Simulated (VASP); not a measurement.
A run of VASP 6.6.1 is set up as follows.

INCAR

```
SYSTEM = SnO
PREC = Accurate
ENCUT = 1000
EDIFF = 1E-8
ISMEAR = 0
SIGMA = 0.05
LREAL = .False.
LASPH = .True.
NELM = 120
ALGO = Normal
ISIF = 2
LWAVE = .False.
LCHARG = .False.
GGA = PE
IVDW = 12
LEFG = .True.
NBANDS = 28
GGA_COMPAT = .False.
```

KPOINTS

```
Automatic mesh
0
Gamma
  10 10 8
  0 0 0
```

Contents of POSCAR:

```
SnO
1.0
    3.8366801346      0.0000000000      0.0000000000
    0.0000000000      3.8366801346      0.0000000000
    0.0000000000      0.0000000000      4.7603642290
Sn O
2 2
Direct
    0.5000000000      0.0000000000      0.2434009502
    0.0000000000      0.5000000000      0.7565990498
    0.0000000000      0.0000000000      0.0000000000
    0.5000000000      0.5000000000      0.0000000000
```

Potentials or basis: VASP PAW PBE potentials, release 64 (Sn_d, O_h).

Launch:

```console
$ cat potpaw_PBE.64/Sn_d/POTCAR potpaw_PBE.64/O_h/POTCAR > POTCAR
$ mpirun -np 1 vasp_std > vasp.out
```

Estimate the dispersion energy per atom.

-0.235 eV.

What does it give for the largest force?

0.072 eV/Å.

Estimate the band gap on the k mesh.

zero (filled and empty bands touch).

Estimate the pressure.

0.3 GPa.

Forces on the atoms (eV/Å):
```
Sn   0.000  0.000  0.072
Sn   0.000  0.000 -0.072
O    0.000  0.000  0.000
O    0.000  0.000  0.000
```

Caveat: semilocal functionals underestimate gaps, and a narrow one can read as zero; without QUAD_EFG the Cq values of the log hold for a quadrupole moment of 1 mb, not for the nuclei; spin-orbit coupling is left out, which moves the levels of the heavy elements.
